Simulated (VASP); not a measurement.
Input of a VASP 6.6.1 run:

INCAR

```
SYSTEM = Mg
PREC     = Accurate       ! precision mode
ENCUT    = 520            ! plane-wave cutoff, eV
EDIFF    = 1E-6           ! SCF threshold, eV
ISMEAR   = 0              ! smearing method
SIGMA    = 0.1            ! smearing width, eV
LREAL    = .FALSE.        ! projectors in reciprocal space
LASPH    = .TRUE.         ! aspherical terms in the spheres
NELM     = 100            ! most SCF steps
ALGO     = Fast           ! electronic algorithm
ISIF     = 2              ! what is computed and relaxed
LWAVE    = .FALSE.        ! write WAVECAR
LCHARG   = .TRUE.         ! write CHGCAR
GGA      = PE             ! functional
LELF     = .TRUE.         ! ELF
LVHAR    = .TRUE.       
NBANDS   = 7              ! bands
```

The input KPOINTS:

```
Automatic mesh
0
G
  24 24 24
  0 0 0
```

File POSCAR:

```
Mg
1.0
   -1.5990638096      1.5989388559      2.2630631504
    1.5990638096     -1.5989388559      2.2630631504
    1.5990638096      1.5989388559     -2.2630631504
Mg
1
Direct
    0.0000000000      0.5000000000      0.5000000000
```

Potentials or basis: VASP PAW PBE potentials, release 64 (Mg).

Launch:

```bash
$ cat potpaw_PBE.64/Mg/POTCAR > POTCAR
$ mpirun -np 1 vasp_std > vasp.out
```

(1) Estimate the pressure.

(2) Predict the band gap on the k mesh.

## Answers

(1) -0.1 GPa.

(2) zero (bands 1 and 2 overlap by 2.73 eV).
